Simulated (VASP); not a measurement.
A run of VASP 6.6.1:

The input INCAR:

```
PREC     = Accurate       # precision mode
ENCUT    = 520            # plane-wave cutoff, eV
EDIFF    = 1E-7           # SCF threshold, eV
ISMEAR   = 0              # smearing method
SIGMA    = 0.01           # smearing width, eV
LREAL    = F              # projectors in reciprocal space
LASPH    = T              # aspherical terms in the spheres
NELM     = 100            # most SCF steps
ALGO     = Normal         # electronic algorithm
ISIF     = 2              # what is computed and relaxed
LWAVE    = F              # write WAVECAR
LCHARG   = F              # write CHGCAR
GGA      = PE             # functional
NBANDS   = 11             # bands
```

File KPOINTS:

```
Automatic mesh
0
Gamma
  6 6 6
```

File POSCAR:

```
C
1.0
    0.0000000000      1.8157266254      1.7726397714
    1.8157266254      0.0000000000      1.7726397714
    1.8157266254      1.8157266254      0.0000000000
C
2
Direct
    0.0000000000      0.0000000000      0.0000000000
    0.2500000000      0.2500000000      0.2500000000
```

Potentials or basis: VASP PAW PBE potentials, release 64 (C).

The run is started by

```bash
$ cat potpaw_PBE.64/C/POTCAR > POTCAR
$ mpirun -np 1 vasp_std > vasp.out
```

Hardware: 1 thread of AMD EPYC 7R43 64-Core Processor (Zen 3), on a shared host.

Task: Estimate the wall time of this run.

Result: Run time: 3.8 s on 1 thread of AMD EPYC 7R43 64-Core Processor (Zen 3), with other jobs on the host, peak memory 0.08 GiB. Counts: scf iterations 11, k points 30.
